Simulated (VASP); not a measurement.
# KI (Pm-3m) in VASP: a series of runs

Aim: see how the results for KI move with the level of theory and the settings. Levels: PBE, PBEsol. Tasks: dielectric tensor, vibrations by perturbation theory.

Program: VASP 6.6.1. These are calculated values, not measurements. Logs are shortened: lines on timing, memory, paths and dates and some standing lists are left out, and cuts for length are marked.

### 1 The cell of the first run

It takes space group Pm-3m (No. 221, cubic). The conventional cell has a = 4.291 Å, b = 4.291 Å, c = 4.291 Å, α = 90.00°, β = 90.00°, γ = 90.00°. K (site symmetry m-3m) has 8 I at 3.72 Å and 6 K at 4.29 Å within 4.9 Å. Within 4.9 Å of I (site symmetry m-3m) lie 8 K at 3.72 Å and 6 I at 4.29 Å.

### 2 Dielectric tensor, PBE

The input, INCAR:

```
PREC = Accurate ; ENCUT = 520
EDIFF = 1E-8 ; ISMEAR = 0
SIGMA = 0.01 ; LREAL = F
LASPH = T ; NELM = 80
ALGO = Normal ; ISIF = 2
LWAVE = F ; LCHARG = F
GGA = PE ; LEPSILON = T
```

The input, KPOINTS:

```
Automatic mesh
0
Gamma
  6 6 6
```

The input, POSCAR:

```
KI
1.0
    4.2910851989      0.0000000000      0.0000000000
    0.0000000000      4.2910851989      0.0000000000
    0.0000000000      0.0000000000      4.2910851989
K I
1 1
Direct
    0.0000000000      0.0000000000      0.0000000000
    0.5000000000      0.5000000000      0.5000000000
```

Potentials or basis: VASP PAW PBE potentials, release 64 (K_sv, I).

The run is started by

```console
> cat potpaw_PBE.64/K_sv/POTCAR potpaw_PBE.64/I/POTCAR > POTCAR
> mpirun -np 1 vasp_std > vasp.out
```

OUTCAR:

```text
PREC = Accurate
   ENCUT = 520
   EDIFF = 1E-8
   ISMEAR = 0
   LREAL = F
   LASPH = T
   NELM = 80
   ISIF = 2
   GGA = PE
   LEPSILON = T

 ion  position               nearest neighbor table
   1  0.000  0.000  0.000-
   2  0.500  0.500  0.500-

  LATTYP: Found a simple cubic cell.
 ALAT       =     4.2910851989

  Lattice vectors:

 A1 = (   4.2910851989,   0.0000000000,   0.0000000000)
 A2 = (   0.0000000000,   4.2910851989,   0.0000000000)
 A3 = (   0.0000000000,   0.0000000000,   4.2910851989)

Analysis of symmetry for initial positions (statically):
=====================================================================
 Subroutine PRICEL returns:
 Original cell was already a primitive cell.

 Routine SETGRP: Setting up the symmetry group for a
 simple cubic supercell.

 Subroutine GETGRP returns: Found 48 space group operations
 (whereof 48 operations were pure point group operations)
 out of a pool of 48 trial point group operations.

The static configuration has the point symmetry O_h .

Analysis of symmetry for dynamics (positions and initial velocities):
=====================================================================
 Subroutine PRICEL returns:
 Original cell was already a primitive cell.

 Routine SETGRP: Setting up the symmetry group for a
 simple cubic supercell.

 Subroutine GETGRP returns: Found 48 space group operations
 (whereof 48 operations were pure point group operations)
 out of a pool of 48 trial point group operations.

The dynamic configuration has the point symmetry O_h .

 Subroutine INISYM returns: Found 48 space group operations
 (whereof 48 operations are pure point group operations),
 and found     1 'primitive' translations

----------------------------------------------------------------------------------------

                                     Primitive cell

  volume of cell :      79.0135

  direct lattice vectors                    reciprocal lattice vectors
     4.291085199  0.000000000  0.000000000     0.233041283  0.000000000  0.000000000
     0.000000000  4.291085199  0.000000000     0.000000000  0.233041283  0.000000000
     0.000000000  0.000000000  4.291085199     0.000000000  0.000000000  0.233041283

  length of vectors
     4.291085199  4.291085199  4.291085199     0.233041283  0.233041283  0.233041283

  position of ions in fractional coordinates (direct lattice)
     0.000000000  0.000000000  0.000000000
     0.500000000  0.500000000  0.500000000

  ion indices of the primitive-cell ions
   primitive index   ion index
                 1           1
                 2           2

----------------------------------------------------------------------------------------

 KPOINTS: Automatic mesh

Automatic generation of k-mesh.
 Grid dimensions read from file:
 generate k-points for:    6    6    6

 Generating k-lattice:

  Cartesian coordinates                     Fractional coordinates (reciprocal lattice)
     0.038840214  0.000000000  0.000000000     0.166666667  0.000000000  0.000000000
     0.000000000  0.038840214  0.000000000     0.000000000  0.166666667  0.000000000
     0.000000000  0.000000000  0.038840214     0.000000000  0.000000000  0.166666667

  Length of vectors
     0.038840214  0.038840214  0.038840214

  Shift w.r.t. Gamma in fractional coordinates (k-lattice)
     0.000000000  0.000000000  0.000000000

 Subroutine IBZKPT returns following result:
 ===========================================

 Found     20 irreducible k-points:

 Following reciprocal coordinates:
            Coordinates               Weight
[... 67 lines left out ...]
   LEPSILON=     T    determine dielectric tensor
   LRPA    =     F    only Hartree local field effects (RPA)
 non-spin polarized calculation
 Gauss-broadening in eV      SIGMA  =   0.01
  energy-cutoff  :      520.00
  volume of cell :       79.01
 maximum number of plane-waves:      2176
 NGX is ok and might be reduce to    32
   NGX = 15   NGY = 15   NGZ = 15

--------------------------------------- Ionic step        1  -------------------------------------------

 number of electron      16.0000003 magnetization

 E-fermi :   1.0193     XC(G=0):  -7.7096

 val. band max:        0.8822569598   @ k =   0.5000   0.5000   0.0000
 cond. band min:       4.2125550778   @ k =   0.0000   0.0000   0.0000
 fundamental gap:      3.3302981180
 Fermi energy:         1.0193361906

 k-point     1 :       0.0000    0.0000    0.0000
  band No.  band energies     occupation
      1     -28.4959      2.00000
      2     -11.9490      2.00000
      3     -11.9490      2.00000
      4     -11.9490      2.00000
      5     -10.2775      2.00000
      6       0.5212      2.00000
      7       0.5212      2.00000
      8       0.5212      2.00000
      9       4.2126      0.00000
     10       5.6470      0.00000
     11       5.6470      0.00000
     12       9.2702      0.00000
[... 271 lines left out ...]
 k-point    20 :       0.5000    0.5000    0.5000
  band No.  band energies     occupation
      1     -28.4825      2.00000
      2     -12.0135      2.00000
      3     -12.0135      2.00000
      4     -12.0135      2.00000
      5      -9.7574      2.00000
      6      -0.7745      2.00000
      7      -0.7745      2.00000
      8      -0.7745      2.00000
      9       6.5138      0.00000
     10       6.5138      0.00000
     11       6.5138      0.00000
     12       9.7239      0.00000

  FORCE on cell =-STRESS in cart. coord.  units (eV):
  Direction    XX          YY          ZZ          XY          YZ          ZX
  --------------------------------------------------------------------------------------
  -------------------------------------------------------------------------------------
  Total        0.2486706      0.2486706      0.2486706     -0.0000000      0.0000000     -0.0000000
  in kB        5.0423574      5.0423574      5.0423574     -0.0000000      0.0000000     -0.0000000
  external PRESSURE =       5.0423574 kB  Pullay stress =       0.0000000 kB

 VOLUME and BASIS-vectors are now :
 -----------------------------------------------------------------------------
  energy-cutoff  :      520.00
  volume of cell :       79.01
      direct lattice vectors                 reciprocal lattice vectors
     4.291085199  0.000000000  0.000000000     0.233041283  0.000000000  0.000000000
     0.000000000  4.291085199  0.000000000     0.000000000  0.233041283  0.000000000
     0.000000000  0.000000000  4.291085199     0.000000000  0.000000000  0.233041283

 POSITION                                       TOTAL-FORCE (eV/Angst)
 -----------------------------------------------------------------------------------
      0.00000      0.00000      0.00000         0.000000      0.000000      0.000000
      2.14554      2.14554      2.14554         0.000000      0.000000      0.000000
 -----------------------------------------------------------------------------------
    total drift:                                0.000000      0.000000     -0.000000

  FREE ENERGIE OF THE ION-ELECTRON SYSTEM (eV)
  ---------------------------------------------------
  free  energy   TOTEN  =        -5.4208628949 eV

  energy  without entropy=       -5.4208628949  energy(sigma->0) =       -5.42086289

 HEAD OF MICROSCOPIC STATIC DIELECTRIC TENSOR (INDEPENDENT PARTICLE, excluding Hartree and local field effects)
 ------------------------------------------------------
           3.659540     0.000000     0.000000
           0.000000     3.659540     0.000000
           0.000000     0.000000     3.659540
 ------------------------------------------------------

 Free energy of the ion-electron system (eV)
  ---------------------------------------------------
  ---------------------------------------------------
  free energy    TOTEN  =        -0.57808998 eV

  energy without entropy =       -0.57808998

------------------------ aborting loop because EDIFF is reached ----------------------------------------

--------------------------------------- Ionic step        2  -------------------------------------------

------------------------ aborting loop because EDIFF is reached ----------------------------------------

--------------------------------------- Ionic step        3  -------------------------------------------

 Free energy of the ion-electron system (eV)
  ---------------------------------------------------
  ---------------------------------------------------
  free energy    TOTEN  =        -0.57809003 eV

  energy without entropy =       -0.57809003

------------------------ aborting loop because EDIFF is reached ----------------------------------------

 PIEZOELECTRIC TENSOR FIELD DIRECTION 3  (e Angst)
 -----------------------------------------------------------------------------
    -0.00026  0.00000 -0.00000           (  0.00000  0.00000  0.00000)
     0.00000 -0.00026  0.00000           (  0.00000  0.00000  0.00000)
     0.00000 -0.00000 -0.00094           (  0.00000  0.00000  0.00004)

 PIEZOELECTRIC TENSOR FIELD DIRECTION 3  (C/m^2)
 -----------------------------------------------------------------------------
    -0.00005  0.00000 -0.00000
     0.00000 -0.00005  0.00000
     0.00000 -0.00000 -0.00019

 MACROSCOPIC STATIC DIELECTRIC TENSOR (including local field effects in DFT)
 ------------------------------------------------------
           3.285375    -0.000000    -0.000000
           0.000000     3.285375    -0.000000
           0.000000     0.000000     3.285375
 ------------------------------------------------------

 PIEZOELECTRIC TENSOR (including local field effects)  for field in x, y, z        (e  Angst)
          XX          YY          ZZ          XY          YZ          ZX
  --------------------------------------------------------------------------------
  x     0.00000     0.00000     0.00000     0.00000     0.00000     0.00000
  y     0.00000     0.00000     0.00000     0.00000     0.00000     0.00000
  z     0.00000     0.00000     0.00000     0.00000     0.00000     0.00000

 PIEZOELECTRIC TENSOR (including local field effects)  for field in x, y, z        (C/m^2)
          XX          YY          ZZ          XY          YZ          ZX
  --------------------------------------------------------------------------------
  x     0.00000     0.00000     0.00000     0.00000     0.00000     0.00000
  y     0.00000     0.00000     0.00000     0.00000     0.00000     0.00000
  z     0.00000     0.00000     0.00000     0.00000     0.00000     0.00000

 BORN EFFECTIVE CHARGES (including local field effects) (in |e|, cummulative output)
 ---------------------------------------------------------------------------------
 ion    1
    1     1.25894     0.00000    -0.00000
    2     0.00000     1.25894     0.00000
    3     0.00000     0.00000     1.25894
 ion    2
    1    -1.25894    -0.00000     0.00000
    2    -0.00000    -1.25894    -0.00000
    3    -0.00000     0.00000    -1.25894
```

Wall time 2 min (1 thread of Intel Xeon 6975P-C (Granite Rapids), shared host); peak memory 0.27 GiB.

Results:

```
Band gap on the k mesh                  : 3.33 eV (least direct gap 3.69 eV)
Electronic dielectric tensor (diagonal) : 3.29
Born charges (mean of the diagonal)     : K +1.26; I -1.26 e
```

Levels at points of the mesh, in eV from the valence-band top:
| k point | band 5 | band 6 | band 7 | band 8 | band 9 | band 10 | band 11 | band 12 |
| --- | --- | --- | --- | --- | --- | --- | --- | --- |
| (0.00, 0.00, 0.00) | -11.16 | -0.36 | -0.36 | -0.36 | 3.33 | 4.76 | 4.76 | 8.39 |
| (0.50, 0.00, 0.00) | -10.86 | -2.29 | -0.29 | -0.29 | 5.48 | 6.18 | 7.05 | 7.05 |
| (0.50, 0.50, 0.00) | -10.81 | -1.71 | -1.71 | 0.00 | 3.92 | 5.70 | 6.79 | 6.79 |
| (0.50, 0.50, 0.50) | -10.64 | -1.66 | -1.66 | -1.66 | 5.63 | 5.63 | 5.63 | 8.84 |

Electronic dielectric tensor:
```
3.29 0.00 0.00
0.00 3.29 0.00
0.00 0.00 3.29
```

Born effective charge tensors (e):
atom 1, K
```
1.26 0.00 0.00
0.00 1.26 0.00
0.00 0.00 1.26
```
atom 2, I
```
-1.26  0.00  0.00
 0.00 -1.26  0.00
 0.00  0.00 -1.26
```

Caveat: spin-orbit coupling is left out, which moves the levels of the heavy elements.

### 3 Vibrations by perturbation theory, PBEsol

This run uses another cell than the first one, of 37.83 Å³/atom.

The input, INCAR:

```
SYSTEM = KI
PREC     = Accurate       ! precision mode
ENCUT    = 520            ! plane-wave cutoff, eV
EDIFF    = 1E-8           ! SCF threshold, eV
ISMEAR   = 0              ! smearing method
SIGMA    = 0.01           ! smearing width, eV
LREAL    = .False.        ! projectors in reciprocal space
LASPH    = .True.         ! aspherical terms in the spheres
NELM     = 100            ! most SCF steps
ALGO     = Normal         ! electronic algorithm
ISIF     = 2              ! what is computed and relaxed
LWAVE    = .False.        ! write WAVECAR
LCHARG   = .False.        ! write CHGCAR
GGA      = PS             ! functional
NBANDS   = 15             ! bands
IBRION   = 8              ! ionic algorithm
NSW      = 1              ! ionic steps
LEPSILON = .True.         ! dielectric tensor by DFPT
```

The input, KPOINTS:

```
regular mesh
0
Gamma
  6 6 6
  0 0 0
```

The input, POSCAR:

```
KI
1.0
    4.2293618534      0.0000000000      0.0000000000
    0.0000000000      4.2293618534      0.0000000000
    0.0000000000      0.0000000000      4.2293618534
K I
1 1
Direct
    0.0000000000      0.0000000000      0.0000000000
    0.5000000000      0.5000000000      0.5000000000
```

Potentials or basis: VASP PAW PBE potentials, release 64 (K_sv, I).

The run is started by

```console
> cat potpaw_PBE.64/K_sv/POTCAR potpaw_PBE.64/I/POTCAR > POTCAR
> mpirun -np 1 vasp_std > vasp.out
```

OUTCAR:

```text
SYSTEM = KI
   PREC = Accurate
   ENCUT = 520
   EDIFF = 1E-8
   ISMEAR = 0
   LREAL = .False.
   LASPH = .True.
   NELM = 100
   ISIF = 2
   GGA = PS
   IBRION = 8
   NSW = 1
   LEPSILON = .True.

 ion  position               nearest neighbor table
   1  0.000  0.000  0.000-   2 3.66   2 3.66   2 3.66   2 3.66   2 3.66   2 3.66   2 3.66   2 3.66

   2  0.500  0.500  0.500-   1 3.66   1 3.66   1 3.66   1 3.66   1 3.66   1 3.66   1 3.66   1 3.66

  LATTYP: Found a simple cubic cell.
[... 705 lines left out ...]
   6 f/i=    0.002731 THz     0.017157 2PiTHz    0.091084 cm-1     0.011293 meV
             X         Y         Z           dx          dy          dz
      0.000000  0.000000  0.000000     0.486363    0.000000   -0.000000
      2.114681  2.114681  2.114681     0.873757   -0.000000    0.000000

--------------------------------------------------------------------------------------------------------

 MACROSCOPIC STATIC DIELECTRIC TENSOR IONIC CONTRIBUTION
 ------------------------------------------------------
           5.944405    -0.000000     0.000000
          -0.000000     5.944405    -0.000000
           0.000000    -0.000000     5.944405
 ------------------------------------------------------

 ELASTIC MODULI CONTR FROM IONIC RELAXATION (kBar)
 Direction    XX          YY          ZZ          XY          YZ          ZX
 --------------------------------------------------------------------------------
 XX           0.0000      0.0000      0.0000      0.0000      0.0000      0.0000
 YY           0.0000      0.0000      0.0000      0.0000      0.0000      0.0000
 ZZ           0.0000      0.0000      0.0000      0.0000      0.0000      0.0000
 XY           0.0000      0.0000      0.0000      0.0000      0.0000      0.0000
 YZ           0.0000      0.0000      0.0000      0.0000      0.0000      0.0000
 ZX           0.0000      0.0000      0.0000      0.0000      0.0000      0.0000
 --------------------------------------------------------------------------------

 PIEZOELECTRIC TENSOR IONIC CONTR  for field in x, y, z        (C/m^2)
          XX          YY          ZZ          XY          YZ          ZX
  --------------------------------------------------------------------------------
  x     0.00000     0.00000     0.00000     0.00000     0.00000     0.00000
  y     0.00000     0.00000     0.00000     0.00000     0.00000     0.00000
  z     0.00000     0.00000     0.00000     0.00000     0.00000     0.00000
```

OSZICAR:

```text
N       E                     dE             d eps       ncg     rms          rms(c)
DAV:   1     0.843484632702E+02    0.84348E+02   -0.64125E+03   600   0.904E+02
DAV:   2    -0.104604679643E+01   -0.85395E+02   -0.80208E+02   782   0.214E+02
DAV:   3    -0.562963323352E+01   -0.45836E+01   -0.45648E+01   846   0.431E+01
[... 257 lines left out ...]
RMM:   8    -0.849023152231E-01   -0.15680E-06    0.17154E-06  2550   0.632E-04    0.137E-04
RMM:   9    -0.849016293201E-01    0.68590E-06    0.80970E-07  2530   0.297E-04    0.134E-04
RMM:  10    -0.849019421547E-01   -0.31283E-06    0.15438E-06  2625   0.142E-04    0.113E-05
RMM:  11    -0.849019909358E-01   -0.48781E-07    0.75315E-08  2720   0.636E-05    0.104E-05
RMM:  12    -0.849019511743E-01    0.39761E-07    0.37896E-07  2674   0.300E-05    0.554E-06
RMM:  13    -0.849019458900E-01    0.52843E-08   -0.27269E-08  2640   0.124E-05    0.298E-06
 Linear response finished
```

stdout:

```text
POSCAR found type information on POSCAR K I
 POSCAR found :  2 types and       2 ions
 scaLAPACK will be used
 -----------------------------------------------------------------------------
|                                                                             |
|                                                                             |
[... 39 lines left out ...]
 first order change of Fermi-energy   0.19835E-03
 force on displaced ion       1 direction 1 :  -0.629  -0.000   0.000
 Born effective charge ion    1 direction 1 :   1.244   0.000   0.000
 Linear response progress:
 first order change of Fermi-energy   0.29748E-03
 force on displaced ion       2 direction 1 :  -0.633  -0.000   0.000
 Born effective charge ion    2 direction 1 :  -1.260   0.000   0.000
 Born effective charges drift removed
 Linear response finished
```

Wall time 11 min (1 thread of Intel Xeon 8259CL, shared host); peak memory 0.28 GiB.

Results:

| Property | Result |
| --- | --- |
| Electronic dielectric tensor (diagonal) | 3.42 |
| Born charges (mean of the diagonal) | K +1.25; I -1.25 e |
| Highest phonon frequency at Γ, LO-TO splitting left out | 76 cm⁻¹ |

Phonon frequencies in cm⁻¹ (negative: imaginary):
```
              q point     frequencies
(0.000, 0.000, 0.000)  0 0 0 76 76 76
```

Electronic dielectric tensor:
```
3.42 0.00 0.00
0.00 3.42 0.00
0.00 0.00 3.42
```

Born effective charge tensors (e):
atom 1, K
```
1.25 0.00 0.00
0.00 1.25 0.00
0.00 0.00 1.25
```
atom 2, I
```
-1.25  0.00  0.00
 0.00 -1.25  0.00
 0.00  0.00 -1.25
```

Caveat: the PAW data sets were made with another functional, which shifts forces and pressure a little; spin-orbit coupling is left out, which moves the levels of the heavy elements.
